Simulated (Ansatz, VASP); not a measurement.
Al2BP3 in VASP and in Ansatz

```
Al B P
1.0
    -1.81153    1.81153    8.05548
     1.81153   -1.81153    8.05548
     1.81153    1.81153   -8.05548
Al B P
2 1 3
Direct
  0.84075 0.84075 0.00000
  0.15925 0.15925 0.00000
  0.50000 0.50000 0.00000
  0.56680 0.06680 0.50000
  0.25000 0.75000 0.50000
  0.93320 0.43320 0.50000
```

Alike in both runs: functional PBE; k mesh 10 × 10 × 10; occupations gaussian, width 0.02 eV; no spin polarisation.

Ansatz relaxed the structure, and its values are those at the end. VASP's run is a single point on that final structure, the one shown.

```csv
,VASP,Ansatz
version,VASP 6.6.1,Ansatz 0.2.0
potentials or method,"VASP PAW PBE potentials, release 64 (Al, B, P), cutoff 520 eV","scalar-relativistic, plane waves, PAW"
valence electrons in the cell,24,24
```

|  | VASP | Ansatz | Ansatz less VASP |
| --- | --- | --- | --- |
| gap on the k mesh at the Fermi level (eV) | 0.90 | 0.90 | +0.002 |
| least direct gap on the mesh (eV) | 1.05 | 1.06 | +0.003 |
| pressure (GPa) | -0.1 | 0.0 | +0.12 |
| rms of the force components (eV/Å) | 0.003 | 0.002 | -0.0010 |

With one functional, cell and mesh, what is left measures potentials, basis and numerics.
